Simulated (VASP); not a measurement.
# P in VASP: further runs

The runs below take P through single point, with PBE+D3(BJ).

Everything below comes from runs of VASP 6.6.1. Logs are shortened: lines on timing, memory, paths and dates and some standing lists are left out, and cuts for length are marked.

**1. The cell of the first run**

The cell holds a sheet with vacuum, 4 atoms: a = 3.380 Å, b = 3.380 Å, c = 20.000 Å, α = 90.00°, β = 90.00°, γ = 120.00°.

**2. Single point, PBE+D3(BJ)**

The input, INCAR:

```
  PREC = Accurate
  ENCUT = 520
  EDIFF = 1E-6
  ISMEAR = 0
  SIGMA = 0.1
  LREAL = False
  LASPH = True
  NELM = 60
  ALGO = Normal
  ISIF = 2
  LWAVE = False
  LCHARG = False
  LDIPOL = True
  IDIPOL = 3
  DIPOL = 0.5 0.5 0.500
  GGA = PE
  IVDW = 12
  NBANDS = 18
```

The input, KPOINTS:

```
Automatic mesh
0
Gamma
  6 6 1
```

The input, POSCAR:

```
P
1.0
    3.3803898600      0.0000000000      0.0000000000
   -1.6901944800      2.9275038200      0.0000000000
    0.0000000000      0.0000000000     20.0000000000
P
4
Direct
    0.6666666700      0.3333333300      0.4212500000
    0.3333333300      0.6666666700      0.3640120700
    0.6666666700      0.3333333300      0.5787500000
    0.0000000000      0.0000000000      0.6359879300
```

Potentials or basis: VASP PAW PBE potentials, release 64 (P).

Launch:

```bash
$ cat potpaw_PBE.64/P/POTCAR > POTCAR
$ mpirun -np 1 vasp_std > vasp.out
```

OUTCAR:

```text
PREC = Accurate
   ENCUT = 520
   EDIFF = 1E-6
   ISMEAR = 0
   LREAL = False
   LASPH = True
   NELM = 60
   ISIF = 2
   GGA = PE
   IVDW = 12
 IVDW          = 12

 ion  position               nearest neighbor table
   1  0.667  0.333  0.421-   2 2.26   2 2.26   2 2.26
   2  0.333  0.667  0.364-   1 2.26   1 2.26   1 2.26
   3  0.667  0.333  0.579-   4 2.26   4 2.26   4 2.26
   4  0.000  0.000  0.636-   3 2.26   3 2.26   3 2.26

  LATTYP: Found a hexagonal cell.
 ALAT       =     3.3803898600
 C/A-ratio  =     5.9164773379

  Lattice vectors:

 A1 = (   3.3803898600,   0.0000000000,   0.0000000000)
 A2 = (  -1.6901944800,   2.9275038200,   0.0000000000)
 A3 = (   0.0000000000,   0.0000000000,  20.0000000000)

Analysis of symmetry for initial positions (statically):
=====================================================================
 Subroutine PRICEL returns:
 Original cell was already a primitive cell.

 Routine SETGRP: Setting up the symmetry group for a
 hexagonal supercell.

 Subroutine GETGRP returns: Found 12 space group operations
 (whereof  6 operations were pure point group operations)
 out of a pool of 24 trial point group operations.

The static configuration has the point symmetry C_3v.
 The point group associated with its full space group is D_3d.

Analysis of symmetry for dynamics (positions and initial velocities):
=====================================================================
 Subroutine PRICEL returns:
 Original cell was already a primitive cell.

 Routine SETGRP: Setting up the symmetry group for a
 hexagonal supercell.

 Subroutine GETGRP returns: Found 12 space group operations
 (whereof  6 operations were pure point group operations)
 out of a pool of 24 trial point group operations.

The dynamic configuration has the point symmetry C_3v.
 The point group associated with its full space group is D_3d.

 Subroutine INISYM returns: Found 12 space group operations
 (whereof  6 operations are pure point group operations),
 and found     1 'primitive' translations

----------------------------------------------------------------------------------------

                                     Primitive cell

  volume of cell :     197.9221

  direct lattice vectors                    reciprocal lattice vectors
     3.380389860  0.000000000  0.000000000     0.295823867  0.170793925  0.000000000
    -1.690194480  2.927503820  0.000000000     0.000000000  0.341587940  0.000000000
     0.000000000  0.000000000 20.000000000     0.000000000  0.000000000  0.050000000

  length of vectors
     3.380389860  3.380389918 20.000000000     0.341587946  0.341587940  0.050000000

  position of ions in fractional coordinates (direct lattice)
     0.666666670  0.333333330  0.421250000
     0.333333330  0.666666670  0.364012070
     0.666666670  0.333333330  0.578750000
     0.000000000  0.000000000  0.635987930

  ion indices of the primitive-cell ions
   primitive index   ion index
                 1           1
                 2           2
                 3           3
                 4           4

----------------------------------------------------------------------------------------

 KPOINTS: Automatic mesh

Automatic generation of k-mesh.
 Grid dimensions read from file:
 generate k-points for:    6    6    1

 Generating k-lattice:

  Cartesian coordinates                     Fractional coordinates (reciprocal lattice)
     0.049303978  0.028465654  0.000000000     0.166666667  0.000000000  0.000000000
     0.000000000  0.056931323  0.000000000     0.000000000  0.166666667  0.000000000
     0.000000000  0.000000000  0.050000000     0.000000000  0.000000000  1.000000000

  Length of vectors
     0.056931324  0.056931323  0.050000000

  Shift w.r.t. Gamma in fractional coordinates (k-lattice)
     0.000000000  0.000000000  0.000000000

 Subroutine IBZKPT returns following result:
 ===========================================

 Found      7 irreducible k-points:

 Following reciprocal coordinates:
            Coordinates               Weight
  0.000000  0.000000  0.000000      1.000000
  0.166667  0.000000  0.000000      6.000000
  0.333333  0.000000  0.000000      6.000000
  0.500000 -0.000000  0.000000      3.000000
  0.166667  0.166667  0.000000      6.000000
  0.333333  0.166667  0.000000     12.000000
  0.333333  0.333333  0.000000      2.000000
   k-points           NKPTS =      7   k-points in BZ     NKDIM =      7   number of bands    NBANDS=     18
   number of dos      NEDOS =    301   number of ions     NIONS =      4
   total plane-waves  NPLWV = 117600
   dimension x,y,z NGX =    28 NGY =   28 NGZ =  150
   dimension x,y,z NGXF=    56 NGYF=   56 NGZF=  300
   ions per type =               4
   NGX,Y,Z   is equivalent  to a cutoff of  13.77, 13.77, 12.47 a.u.
   NGXF,Y,Z  is equivalent  to a cutoff of  27.54, 27.54, 24.94 a.u.
 SYSTEM =  unknown system
   PREC   = accura    normal or accurate (medium, high low for compatibility)
   ISTART =      0    job   : 0-new  1-cont  2-samecut
   ICHARG =      2    charge: 1-file 2-atom 10-const
   ISPIN  =      1    spin polarized calculation?
   LNONCOLLINEAR =      F non collinear calculations
   LSORBIT =      F    spin-orbit coupling
   LASPH  =      T    aspherical Exc in radial PAW
   ENCUT  =  520.0 eV  38.22 Ry    6.18 a.u.   6.29  6.29 37.19*2*pi/ulx,y,z
   NELM   =     60;   NELMIN=  2; NELMDL= -5     # of ELM steps
   EDIFF  = 0.1E-05   stopping-criterion for ELM
   LREAL  =      F    real-space projection
   EDIFFG = 0.1E-04   stopping-criterion for IOM
   NSW    =      0    number of steps for IOM
   IBRION =     -1    ionic relax: 0-MD 1-quasi-New 2-CG
   NFREE  =      0    steps in history (QN), initial steepest desc. (CG)
   ISIF   =      2    stress and relaxation
   ISYM   =      2    0-nonsym 1-usesym 2-fastsym
   POTIM  = 0.5000    time-step for ionic-motion
   TEBEG  =    0.0;   TEEND  =   0.0 temperature during run
   PSTRESS=    0.0 pullay stress
   NELECT =      20.0000    total number of electrons
   NUPDOWN=      -1.0000    fix difference up-down
   EMIN   =  10.00;   EMAX   =-10.00  energy-range for DOS
   EFERMI =   0.00;   METHOD = LEGACY
   ISMEAR =     0;   SIGMA  =   0.10  broadening in eV -4-tet -1-fermi 0-gaus
   EFERMI_NEDOS =   21; number of points for ismear=-14 and -15
   IALGO  =     38    algorithm
   IMIX   =      4    mixing-type and parameters
     AMIX     =   0.40;   BMIX     =  1.00
     AMIX_MAG =   1.60;   BMIX_MAG =  1.00
  volume/ion in A,a.u.               =      49.48       333.91
  Fermi-wavevector in a.u.,A,eV,Ry     =   0.762524  1.440961  7.911006  0.581443
  Thomas-Fermi vector in A             =   1.862004
   LORBIT       =      0    0 simple, 1 ext, 2 COOP (PROOUT), +10 PAW based schemes
   GGA     = PE    functional components
   LHFCALC =     F    Hartree Fock is set to
   AEXX    =    0.0000 exact exchange contribution
   IVDW    =    12    specifies the selected vdW correction
   LEPSILON=     F    determine dielectric tensor
   LRPA    =     F    only Hartree local field effects (RPA)
 non-spin polarized calculation
 Gauss-broadening in eV      SIGMA  =   0.10
  energy-cutoff  :      520.00
  volume of cell :      197.92
 maximum number of plane-waves:      5367
 NGX is ok and might be reduce to    28
   NGX = 13   NGY = 13   NGZ = 75

 number of electron      20.0000000 magnetization

 dipolmoment           0.000000      0.000000     -0.000000 electrons x Angstroem

 Free energy of the ion-electron system (eV)
  ---------------------------------------------------
  ext. energy  EPLUGINS =         0.00000000
  ---------------------------------------------------
  free energy    TOTEN  =       -21.00817395 eV

  energy without entropy =      -20.99718950  energy(sigma->0) =      -21.00268173

 E-fermi :  -0.3662     XC(G=0):  -4.5281

 val. band max:       -0.4462931317   @ k =   0.1667   0.0000   0.0000
 cond. band min:      -0.2715809357   @ k =   0.3333   0.0000   0.0000
 fundamental gap:      0.1747121960
 Fermi energy:        -0.3661927340

 k-point     1 :       0.0000    0.0000    0.0000
  band No.  band energies     occupation
      1     -15.8438      2.00000
      2     -15.7191      2.00000
      3      -8.3935      2.00000
      4      -7.3258      2.00000
      5      -2.6690      2.00000
      6      -2.6690      2.00000
[... 10 lines left out ...]
     17       3.8537      0.00000
     18       4.2108      0.00000

 k-point     2 :       0.1667    0.0000    0.0000
  band No.  band energies     occupation
      1     -15.4312      2.00000
      2     -15.3063      2.00000
      3      -8.2132      2.00000
      4      -7.2699      2.00000
      5      -4.9384      2.00000
      6      -4.7339      2.00000
[... 10 lines left out ...]
     17       4.3111      0.00000
     18       4.5386      0.00000

 k-point     3 :       0.3333    0.0000    0.0000
  band No.  band energies     occupation
      1     -14.2464      2.00000
      2     -14.1210      2.00000
      3      -9.2101      2.00000
      4      -8.9751      2.00000
      5      -6.1069      2.00000
      6      -5.2425      2.00000
[... 10 lines left out ...]
     17       5.2764      0.00000
     18       5.7513      0.00000

 k-point     4 :       0.5000   -0.0000    0.0000
  band No.  band energies     occupation
      1     -12.9892      2.00000
      2     -12.8773      2.00000
      3     -10.9297      2.00000
      4     -10.8477      2.00000
      5      -5.2910      2.00000
      6      -4.6038      2.00000
[... 10 lines left out ...]
     17       5.0075      0.00000
     18       5.7984      0.00000

 k-point     5 :       0.1667    0.1667    0.0000
  band No.  band energies     occupation
      1     -14.6264      2.00000
      2     -14.5010      2.00000
      3      -8.5431      2.00000
      4      -8.1289      2.00000
      5      -5.9857      2.00000
      6      -5.2594      2.00000
[... 10 lines left out ...]
     17       4.4816      0.00000
     18       4.6519      0.00000

 k-point     6 :       0.3333    0.1667    0.0000
  band No.  band energies     occupation
      1     -13.1746      2.00000
      2     -13.0494      2.00000
      3     -10.4004      2.00000
      4     -10.2570      2.00000
      5      -6.1406      2.00000
      6      -6.0794      2.00000
[... 10 lines left out ...]
     17       5.4339      0.00000
     18       5.9644      0.00000

 k-point     7 :       0.3333    0.3333    0.0000
  band No.  band energies     occupation
      1     -11.7892      2.00000
      2     -11.6336      2.00000
      3     -11.6336      2.00000
      4     -11.5426      2.00000
      5      -7.2125      2.00000
      6      -7.2125      2.00000
[... 10 lines left out ...]
     17       6.0981      0.00000
     18       6.0981      0.00000

------------------------ aborting loop because EDIFF is reached ----------------------------------------

 vacuum level on the upper side and lower side of the slab       (xc-potential included)        -0.191        -0.191

 Edisp (eV)   -1.02279

 E8    (eV) :    -0.4002

  FORCE on cell =-STRESS in cart. coord.  units (eV):
  Direction    XX          YY          ZZ          XY          YZ          ZX
  --------------------------------------------------------------------------------------
  -------------------------------------------------------------------------------------
  Total      -2.54383    -2.54383     3.60019    -0.00000     0.00000     0.00000
  in kB     -20.59230   -20.59230    29.14350    -0.00000     0.00000     0.00000
  external pressure =       -4.01 kB  Pullay stress =        0.00 kB

 VOLUME and BASIS-vectors are now :
 -----------------------------------------------------------------------------
  energy-cutoff  :      520.00
  volume of cell :      197.92
      direct lattice vectors                 reciprocal lattice vectors
     3.380389860  0.000000000  0.000000000     0.295823867  0.170793925  0.000000000
    -1.690194480  2.927503820  0.000000000     0.000000000  0.341587940  0.000000000
     0.000000000  0.000000000 20.000000000     0.000000000  0.000000000  0.050000000

 POSITION                                       TOTAL-FORCE (eV/Angst)
 -----------------------------------------------------------------------------------
      1.69020      0.97583      8.42500        -0.000000      0.000000      0.462160
      0.00000      1.95167      7.28024        -0.000000      0.000000     -0.933736
      1.69020      0.97583     11.57500         0.000000     -0.000000     -0.462160
      0.00000      0.00000     12.71976         0.000000     -0.000000      0.933736
 -----------------------------------------------------------------------------------
    total drift:                               -0.000004      0.000002     -0.000009

  FREE ENERGIE OF THE ION-ELECTRON SYSTEM (eV)
  ---------------------------------------------------
  free  energy   TOTEN  =       -22.0309624757 eV

  energy  without entropy=      -22.0199780236  energy(sigma->0) =      -22.02547025

 vacuum level on the upper side and lower side of the slab         4.342         4.342
```

Run time: 21 s. Hardware: 1 thread of AMD EPYC 9R45 (Zen 5), shared host; peak memory 0.28 GiB.

Results:

- Free energy: -22.0310 eV
- Largest force: 0.934 eV/Å
- Band gap on the k mesh: 0.17 eV (least direct gap 1.02 eV)
- Dispersion energy per atom: -0.256 eV

Forces in eV/Å, atoms in the order of the input:
```
P    0.000  0.000  0.462
P    0.000  0.000 -0.934
P    0.000  0.000 -0.462
P    0.000  0.000  0.934
```

Levels at points of the mesh, in eV from the valence-band top:
| k point | band 7 | band 8 | band 9 | band 10 | band 11 | band 12 | band 13 | band 14 |
| --- | --- | --- | --- | --- | --- | --- | --- | --- |
| (0.00, 0.00, 0.00) | -2.16 | -2.16 | -2.09 | -0.05 | 1.29 | 1.43 | 2.00 | 2.00 |
| (0.50, 0.00, 0.00) | -4.13 | -4.08 | -2.72 | -2.14 | 0.18 | 0.34 | 2.50 | 2.64 |

**3. Single point, PBE+D3(BJ)**

The input, INCAR:

```
SYSTEM = P
ALGO     = Normal         ! electronic algorithm
DIPOL    = 0.5 0.5 0.500
EDIFF    = 1E-6           ! SCF threshold, eV
ENCUT    = 520            ! plane-wave cutoff, eV
GGA      = PE             ! functional
IDIPOL   = 3            
ISIF     = 2              ! what is computed and relaxed
ISMEAR   = 0              ! smearing method
IVDW     = 12             ! dispersion correction
LASPH    = .TRUE.         ! aspherical terms in the spheres
LCHARG   = .TRUE.         ! write CHGCAR
LDIPOL   = .TRUE.       
LELF     = .TRUE.         ! ELF
LREAL    = .FALSE.        ! projectors in reciprocal space
LVACPOTAV= .TRUE.       
LVHAR    = .TRUE.       
LWAVE    = .FALSE.        ! write WAVECAR
NBANDS   = 18             ! bands
NELM     = 100            ! most SCF steps
PREC     = Accurate       ! precision mode
SIGMA    = 0.1            ! smearing width, eV
```

The input, KPOINTS:

```
k-points
0
G
  6 6 1
  0 0 0
```

POSCAR is that of step 2.

Potentials or basis: VASP PAW PBE potentials, release 64 (P).

Launch:

```bash
$ cat potpaw_PBE.64/P/POTCAR > POTCAR
$ mpirun -np 1 vasp_std > vasp.out
```

It took 23 s on 1 thread of AMD EPYC 9R45 (Zen 5), shared host; peak memory 0.28 GiB.

The run converged. Its results:

```
Free energy                : -22.0310 eV
Largest force              : 0.934 eV/Å
Band gap on the k mesh     : 0.17 eV (least direct gap 1.02 eV)
Dispersion energy per atom : -0.256 eV
```

Forces in eV/Å, atoms in the order of the input:
```
P    0.000  0.000  0.462
P    0.000  0.000 -0.934
P    0.000  0.000 -0.462
P    0.000  0.000  0.934
```

Levels at points of the mesh, in eV from the valence-band top:
| k point | band 7 | band 8 | band 9 | band 10 | band 11 | band 12 | band 13 | band 14 |
| --- | --- | --- | --- | --- | --- | --- | --- | --- |
| (0.00, 0.00, 0.00) | -2.16 | -2.16 | -2.09 | -0.05 | 1.29 | 1.43 | 2.00 | 2.00 |
| (0.50, 0.00, 0.00) | -4.13 | -4.08 | -2.72 | -2.14 | 0.18 | 0.34 | 2.50 | 2.64 |

**4. Single point, PBE+D3(BJ)**

This run uses another cell than the first one.

The input, INCAR:

```
SYSTEM = P
  ALGO = Normal
  DIPOL = 0.5 0.5 0.288
  EDIFF = 1E-7
  ENCUT = 520
  GGA = PE
  IDIPOL = 3
  ISIF = 2
  ISMEAR = 0
  IVDW = 12
  LASPH = .TRUE.
  LCHARG = .FALSE.
  LDIPOL = .TRUE.
  LREAL = .FALSE.
  LWAVE = .FALSE.
  NBANDS = 18
  NELM = 100
  PREC = Accurate
  SIGMA = 0.1
```

KPOINTS is that of step 3.

The input, POSCAR:

```
P
1.0
    3.2585642800     -0.0000002504      0.0000000000
   -1.6292819231      2.8219995715      0.0000000000
    0.0000000000      0.0000000000     34.6790344000
P
4
Direct
    0.6666666667      0.3333333333      0.2325907688
    0.3333333333      0.6666666667      0.1967700527
    0.6666666667      0.3333333333      0.3441265576
    0.0000000000      0.0000000000      0.3799472736
```

Potentials or basis: VASP PAW PBE potentials, release 64 (P).

Launch:

```bash
$ cat potpaw_PBE.64/P/POTCAR > POTCAR
$ mpirun -np 1 vasp_std > vasp.out
```

OUTCAR:

```text
SYSTEM = P
   EDIFF = 1E-7
   ENCUT = 520
   GGA = PE
   ISIF = 2
   ISMEAR = 0
   IVDW = 12
   LASPH = .TRUE.
   LREAL = .FALSE.
   NELM = 100
   PREC = Accurate
 IVDW          = 12

 ion  position               nearest neighbor table
   1  0.667  0.333  0.233-   2 2.25   2 2.25   2 2.25
   2  0.333  0.667  0.197-   1 2.25   1 2.25   1 2.25
   3  0.667  0.333  0.344-   4 2.25   4 2.25   4 2.25
   4  0.000  0.000  0.380-   3 2.25   3 2.25   3 2.25

  LATTYP: Found a hexagonal cell.
 ALAT       =     3.2585642800
 C/A-ratio  =    10.6424275908

  Lattice vectors:

[... 334 lines left out ...]
  --------------------------------------------------------------------------------------
  -------------------------------------------------------------------------------------
  Total      -0.18141    -0.18141    -0.25374    -0.00000    -0.00000    -0.00000
  in kB      -0.91145    -0.91145    -1.27480    -0.00000    -0.00000    -0.00000
  external pressure =       -1.03 kB  Pullay stress =        0.00 kB

 VOLUME and BASIS-vectors are now :
 -----------------------------------------------------------------------------
  energy-cutoff  :      520.00
  volume of cell :      318.90
      direct lattice vectors                 reciprocal lattice vectors
     3.258564280 -0.000000250  0.000000000     0.306883633  0.177179317  0.000000000
    -1.629281923  2.821999572  0.000000000     0.000000027  0.354358680  0.000000000
     0.000000000  0.000000000 34.679034400     0.000000000  0.000000000  0.028835866

 POSITION                                       TOTAL-FORCE (eV/Angst)
 -----------------------------------------------------------------------------------
      1.62928      0.94067      8.06602         0.000000      0.000000     -0.096189
      0.00000      1.88133      6.82380        -0.000000      0.000000      0.096242
      1.62928      0.94067     11.93398        -0.000000     -0.000000      0.096189
      0.00000      0.00000     13.17620         0.000000     -0.000000     -0.096242
 -----------------------------------------------------------------------------------
    total drift:                               -0.000000      0.000000     -0.000008

  FREE ENERGIE OF THE ION-ELECTRON SYSTEM (eV)
  ---------------------------------------------------
  free  energy   TOTEN  =       -22.3712243558 eV

  energy  without entropy=      -22.3712243558  energy(sigma->0) =      -22.37122436

 vacuum level on the upper side and lower side of the slab         2.699         2.699
```

stdout:

```text
POSCAR found type information on POSCAR P
 POSCAR found :  1 types and       4 ions
 scaLAPACK will be used
 LDA part: xc-table for (Slater+PW92), standard interpolation
 POSCAR, INCAR and KPOINTS ok, starting setup
 FFT: planning ... GRIDC
 FFT: planning ... GRID_SOFT
 FFT: planning ... GRID
 WAVECAR not read
 entering main loop
```

It took 40 s on 1 thread of AMD EPYC 9R45 (Zen 5), shared host; peak memory 0.34 GiB.

Results:

- Free energy: -22.3712 eV
- Largest force: 0.096 eV/Å
- Band gap on the k mesh: 1.52 eV (least direct gap 1.89 eV)
- Dispersion energy per atom: -0.248 eV

Forces on the atoms (eV/Å):
```
P    0.000  0.000 -0.096
P    0.000  0.000  0.096
P    0.000  0.000  0.096
P    0.000  0.000 -0.096
```
